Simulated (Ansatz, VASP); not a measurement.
One calculation of AlP, two programs

INCAR

```
SYSTEM = AlP
ALGO = Normal
EDIFF = 1E-6
ENCUT = 500
GGA = PE
GGA_COMPAT = .False.
ISIF = 2
ISMEAR = 0
LASPH = .True.
LCHARG = .False.
LREAL = .False.
LWAVE = .False.
NBANDS = 11
NELM = 120
PREC = Accurate
SIGMA = 0.05
```

KPOINTS

```
k-points
0
Gamma
  8 8 8
  0 0 0
```

Contents of POSCAR:

```
AlP
1.0
    0.0000000000      2.6573625000      2.6573625000
    2.6573625000      0.0000000000      2.6573625000
    2.6573625000      2.6573625000      0.0000000000
Al P
1 1
Direct
    0.0000000000      0.0000000000      0.0000000000
    0.7500000000      0.7500000000      0.7500000000
```

Input for Ansatz:

```yaml
crystal:
  lattice:
    - [0.0, 2.6573625, 2.6573625]
    - [2.6573625, 0.0, 2.6573625]
    - [2.6573625, 2.6573625, 0.0]
  atoms:
    - { symbol: Al, position: [0.0, 0.0, 0.0] }
    - { symbol: P, position: [0.75, 0.75, 0.75] }
basis:
  ecutwfc: 420
kpoints:
  mp_grid: { grid: [8, 8, 8] }
hamiltonian:
  xc: pbe
scf:
  occupations: { method: gaussian, width: 0.05 }
output:
  forces: true
  stress: true
  eigenvalues: true
```

Change from the starting cell: strain -0.025 along x and y, -0.025 along z, atoms carried along.

Alike in both runs: task single point; functional PBE; k mesh 8 × 8 × 8; occupations gaussian, width 0.05 eV; no spin polarisation.

|  | VASP | Ansatz |
| --- | --- | --- |
| version | VASP 6.6.1 | Ansatz 0.2.0 |
| potentials or method | VASP PAW PBE potentials, release 64 (Al, P), cutoff 500 eV | scalar-relativistic, plane waves, PAW |
| valence electrons in the cell | 8 | 8 |

|  | VASP | Ansatz | Ansatz less VASP |
| --- | --- | --- | --- |
| gap on the k mesh at the Fermi level (eV) | 1.41 | 1.41 | +0.003 |
| least direct gap on the mesh (eV) | 3.68 | 3.68 | -0.001 |
| pressure (GPa) | 10.9 | 11.0 | +0.13 |

The functional is the same, so the differences come from potentials, cutoffs and numerics.
